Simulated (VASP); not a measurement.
# N (P6_3/mmc) in VASP: elastic constants with PBEsol

Aim: the elastic constants of N with PBEsol.

All numbers are computed with VASP 6.6.1; they aren't measurements. Logs are shortened: lines on timing, memory, paths and dates and some standing lists are left out, and cuts for length are marked.

**1. The cell of the first run**

The structure is hexagonal, space group P6_3/mmc (No. 194). Conventional cell: a = 2.519 Å, b = 2.519 Å, c = 2.446 Å, α = 90.00°, β = 90.00°, γ = 120.00°. N (site symmetry -6m2) has 14 N at 1.90 to 2.52 Å within 2.6 Å.

**2. Elastic constants, PBEsol**

INCAR reads:

```
  PREC = Accurate
  ENCUT = 600
  EDIFF = 1E-8
  ISMEAR = -5
  SIGMA = 0.05
  LREAL = False
  LASPH = True
  NELM = 100
  ALGO = Normal
  ISIF = 3
  LWAVE = False
  LCHARG = False
  GGA = PS
  IBRION = 6
  NFREE = 2
  POTIM = 0.015
  NSW = 1
```

KPOINTS reads:

```
regular mesh
0
Gamma
  9 9 8
```

POSCAR reads:

```
N
1.0
    2.5194737886      0.0000000000      0.0000000000
   -1.2597368943      2.1819283051      0.0000000000
    0.0000000000      0.0000000000      2.4460020000
N
2
Direct
    0.3333333333      0.6666666667      0.7500000000
    0.6666666667      0.3333333333      0.2500000000
```

Potentials or basis: VASP PAW PBE potentials, release 64 (N).

Started as:

```bash
> cat potpaw_PBE.64/N/POTCAR > POTCAR
> mpirun -np 1 vasp_std > vasp.out
```

OUTCAR:

```text
PREC = Accurate
   ENCUT = 600
   EDIFF = 1E-8
   ISMEAR = -5
   LREAL = False
   LASPH = True
   NELM = 100
   ISIF = 3
   GGA = PS
   IBRION = 6
   NFREE = 2
   POTIM = 0.015
   NSW = 1

 ion  position               nearest neighbor table
   1  0.333  0.667  0.750-
   2  0.667  0.333  0.250-

  LATTYP: Found a hexagonal cell.
 ALAT       =     2.5194737886
 C/A-ratio  =     0.9708384390

  Lattice vectors:

 A1 = (   2.5194737886,   0.0000000000,   0.0000000000)
 A2 = (  -1.2597368943,   2.1819283051,   0.0000000000)
 A3 = (   0.0000000000,   0.0000000000,   2.4460020000)

Analysis of symmetry for initial positions (statically):
=====================================================================
 Subroutine PRICEL returns:
 Original cell was already a primitive cell.

 Routine SETGRP: Setting up the symmetry group for a
 hexagonal supercell.

 Subroutine GETGRP returns: Found 24 space group operations
 (whereof 12 operations were pure point group operations)
 out of a pool of 24 trial point group operations.

The static configuration has the point symmetry D_3d.
 The point group associated with its full space group is D_6h.

Analysis of symmetry for dynamics (positions and initial velocities):
=====================================================================
 Subroutine PRICEL returns:
 Original cell was already a primitive cell.

 Routine SETGRP: Setting up the symmetry group for a
 hexagonal supercell.

 Subroutine GETGRP returns: Found 24 space group operations
 (whereof 12 operations were pure point group operations)
 out of a pool of 24 trial point group operations.
[... 640 lines left out ...]

 [... further k-points ...]

------------------------ aborting loop because EDIFF is reached ----------------------------------------

  FORCE on cell =-STRESS in cart. coord.  units (eV):
  Direction    XX          YY          ZZ          XY          YZ          ZX
  --------------------------------------------------------------------------------------
  -------------------------------------------------------------------------------------
  Total        0.1975361      0.1975361     -0.3547064      0.0000000      0.0000000      0.0000000
  in kB       23.5369331     23.5369331    -42.2641840      0.0000000      0.0000000      0.0000000
  external PRESSURE =       1.6032274 kB  Pullay stress =       0.0000000 kB
[... 17 lines left out ...]
  FREE ENERGIE OF THE ION-ELECTRON SYSTEM (eV)
  ---------------------------------------------------
  free  energy   TOTEN  =       -10.4773810478 eV

  energy  without entropy=      -10.4773810478  energy(sigma->0) =      -10.47738105

 INTERNAL STRAIN TENSORS FROM STRAINED CELLS
 ============================================

 INTERNAL STRAIN TENSOR FOR ION    1 for displacements in x,y,z  (eV/Angst):
          X           Y           Z          XY          YZ          ZX
  --------------------------------------------------------------------------------
  x    -0.00000     0.00000     0.00000    10.82985     0.00000     0.00000
  y    10.81665   -10.86332    -0.00000     0.03635     0.00009    -0.00000
  z     0.00000     0.00000     0.00000     0.00000    -4.14193    -0.00000

 INTERNAL STRAIN TENSORS FROM DISPLACED ATOMS
 ============================================

 INTERNAL STRAIN TENSOR FOR ION    1 for displacements in x,y,z  (eV/Angst):
          X           Y           Z          XY          YZ          ZX
  --------------------------------------------------------------------------------
  x     0.00000     0.00000     0.00000    10.18537     0.00000     0.00000
  y    10.18537   -10.18537     0.00000    -0.00000     0.00000     0.00000
  z     0.00000    -0.00000    -0.00000     0.00000     0.00000     0.00000

 INTERNAL STRAIN TENSOR FOR ION    2 for displacements in x,y,z  (eV/Angst):
          X           Y           Z          XY          YZ          ZX
  --------------------------------------------------------------------------------
  x     0.00000     0.00000     0.00000   -10.18537     0.00000     0.00000
  y   -10.18537    10.18537     0.00000     0.00000     0.00000     0.00000
  z    -0.00000     0.00000     0.00000     0.00000    -0.00000     0.00000

 Eigenvectors and eigenvalues of the dynamical matrix
 ----------------------------------------------------

   1 f  =    0.000000 THz     0.000001 2PiTHz    0.000004 cm-1     0.000000 meV
             X         Y         Z           dx          dy          dz
     -0.000000  1.454619  1.834502    -0.707107    0.000000   -0.000000
      1.259737  0.727309  0.611501    -0.707107    0.000000    0.000000

   2 f  =    0.000000 THz     0.000000 2PiTHz    0.000000 cm-1     0.000000 meV
             X         Y         Z           dx          dy          dz
     -0.000000  1.454619  1.834502    -0.000000   -0.000000   -0.707107
      1.259737  0.727309  0.611501     0.000000    0.000000   -0.707107

   3 f/i=    0.000000 THz     0.000001 2PiTHz    0.000003 cm-1     0.000000 meV
             X         Y         Z           dx          dy          dz
     -0.000000  1.454619  1.834502    -0.000000   -0.707107    0.000000
      1.259737  0.727309  0.611501    -0.000000   -0.707107    0.000000
[... 11 lines left out ...]
   6 f/i=   44.927080 THz   282.285167 2PiTHz 1498.606069 cm-1   185.803388 meV
             X         Y         Z           dx          dy          dz
     -0.000000  1.454619  1.834502    -0.000000   -0.000000   -0.707107
      1.259737  0.727309  0.611501     0.000000    0.000000    0.707107

--------------------------------------------------------------------------------------------------------

 ELASTIC MODULI CONTR FROM IONIC RELAXATION (kBar)
 Direction    XX          YY          ZZ          XY          YZ          ZX
 --------------------------------------------------------------------------------
 XX           0.0000      0.0000      0.0000      0.0000      0.0000      0.0000
 YY           0.0000      0.0000      0.0000      0.0000      0.0000      0.0000
 ZZ           0.0000      0.0000      0.0000      0.0000      0.0000      0.0000
 XY           0.0000      0.0000      0.0000      0.0000      0.0000      0.0000
 YZ           0.0000      0.0000      0.0000      0.0000      0.0000      0.0000
 ZX           0.0000      0.0000      0.0000      0.0000      0.0000      0.0000
 --------------------------------------------------------------------------------

 TOTAL ELASTIC MODULI (kBar)
 Direction    XX          YY          ZZ          XY          YZ          ZX
 --------------------------------------------------------------------------------
 XX        3093.8074   2948.1277   -261.9544      0.0000      0.0000      0.0000
 YY        2948.1277   3093.8074   -261.9544      0.0000      0.0000      0.0000
 ZZ        -261.9544   -261.9544   8253.7847      0.0000     -0.0000      0.0000
 XY          -0.0000      0.0000     -0.0000     72.8399      0.0000      0.0000
 YZ           0.0000      0.0000     -0.0000      0.0000  -2934.9666      0.0000
 ZX           0.0000      0.0000      0.0000      0.0000      0.0000  -2934.9666
 --------------------------------------------------------------------------------
```

Wall time 3.1 min (1 thread of AMD EPYC 7R43 (Zen 3), shared host); peak memory 0.15 GiB.

What came out:

```
Voigt bulk modulus            : 214 GPa
Highest phonon frequency at Γ : 0 cm⁻¹
Most unstable mode            : 1499i cm⁻¹
```

Phonon frequencies in cm⁻¹ (negative: imaginary):
| q point | frequencies |
| --- | --- |
| (0.000, 0.000, 0.000) | -1499 -446 -446 0 0 0 |

Elastic tensor in Voigt notation (GPa, in the Cartesian axes of the cell as first typed):
```
 309  295  -26    0    0    0
 295  309  -26    0    0    0
 -26  -26  825    0    0    0
   0    0    0 -293    0    0
   0    0    0    0 -293    0
   0    0    0    0    0    7
```

Clamped-ion elastic tensor (GPa):
```
 309  295  -26    0    0    0
 295  309  -26    0    0    0
 -26  -26  825    0    0    0
   0    0    0 -293    0    0
   0    0    0    0 -293    0
   0    0    0    0    0    7
```

Caveat: some modes are imaginary; the elastic tensor has a negative eigenvalue, so either the cell is unstable as it stands or the mesh is too thin; the PAW data sets were made with another functional, which shifts forces and pressure a little.
